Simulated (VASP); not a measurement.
A run of VASP 6.6.1 is set up as follows.

Contents of INCAR:

```
ALGO = Normal
EDIFF = 1E-6
ENCUT = 500
GGA = CA
GGA_COMPAT = F
ISIF = 2
ISMEAR = -1
LASPH = T
LCHARG = T
LELF = T
LREAL = F
LVHAR = T
LWAVE = F
NBANDS = 25
NELM = 120
PREC = Accurate
SIGMA = 0.05
```

File KPOINTS:

```
k-points
0
Gamma
  4 4 4
```

File POSCAR:

```
B6Pb
1.0
    4.2218100000      0.0000000000      0.0000000000
    0.0000000000      4.2218100000      0.0000000000
    0.0000000000      0.0000000000      4.2218100000
B Pb
6 1
Direct
    0.1975429819      0.5030346368      0.5011927140
    0.4936967378      0.5031129263      0.7964317961
    0.4937764680      0.5029863150      0.2047183298
    0.4936598107      0.2077562119      0.5011014856
    0.4937398773      0.7994609701      0.5012315564
    0.7892186306      0.5031114240      0.5011071398
    0.0018412752     -0.0101250185      0.0152070216
```

Potentials or basis: VASP PAW LDA potentials, release 64 (B, Pb_d).

The run is started by

```console
$ cat potpaw_LDA.64/B/POTCAR potpaw_LDA.64/Pb_d/POTCAR > POTCAR
$ mpirun -np 1 vasp_std > vasp.out
```

Problem. What does it give for the band gap on the k mesh?

Solution. 0.87 eV (least direct gap 1.36 eV).

Problem. What does it give for the largest force?

Solution. 0.021 eV/Å.

Problem. What does it give for the pressure?

Solution. -6.2 GPa.

Forces in eV/Å, atoms in the order of the input:
```
B   -0.019 -0.001  0.001
B   -0.001  0.001  0.021
B    0.000 -0.001 -0.020
B    0.001 -0.020  0.000
B    0.001  0.020  0.001
B    0.019 -0.001  0.001
Pb  -0.002  0.003 -0.003
```

Caveat: the cell stands under tension; spin-orbit coupling is left out, which moves the levels of the heavy elements. A k mesh can miss the band edges.
